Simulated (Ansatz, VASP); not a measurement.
One calculation of Al2Co, two programs

```
Al Co
1.0
     0.00000    3.43272    3.43272
     3.43272    0.00000    3.43272
     3.43272    3.43272    0.00000
Al Co
4 2
Cartesian
  4.2909 4.2909 4.2909
  4.2909 2.5745 2.5745
  2.5745 2.5745 4.2909
  2.5745 4.2909 2.5745
  0.0000 0.0000 0.0000
  1.7164 1.7164 1.7164
```

Alike in both runs: task relaxation of cell and atoms; functional PBE; k mesh 4 × 4 × 4; occupations gaussian, width 0.1 eV; no spin polarisation.

|  | VASP | Ansatz |
| --- | --- | --- |
| version | VASP 6.6.1 | Ansatz 0.2.0 |
| potentials or method | VASP PAW PBE potentials, release 64 (Al, Co_sv), cutoff 690 eV | scalar-relativistic, plane waves, PAW |
| valence electrons in the cell | 46 | 46 |

|  | VASP | Ansatz | Ansatz less VASP |
| --- | --- | --- | --- |
| gap on the k mesh at the Fermi level, each at its own relaxed structure (eV) | none | none | - |
| relaxed volume (Å³/atom) | 13.92 | 13.96 | +0.036 |
| relaxed length of the cell vector where the two differ most in proportion (Å) | 4.907 | 4.911 | +0.0042 |

A gap of «none» marks a metal or a gap that the smearing closes.

The k mesh is coarse, so the values compare programs but aren't converged.
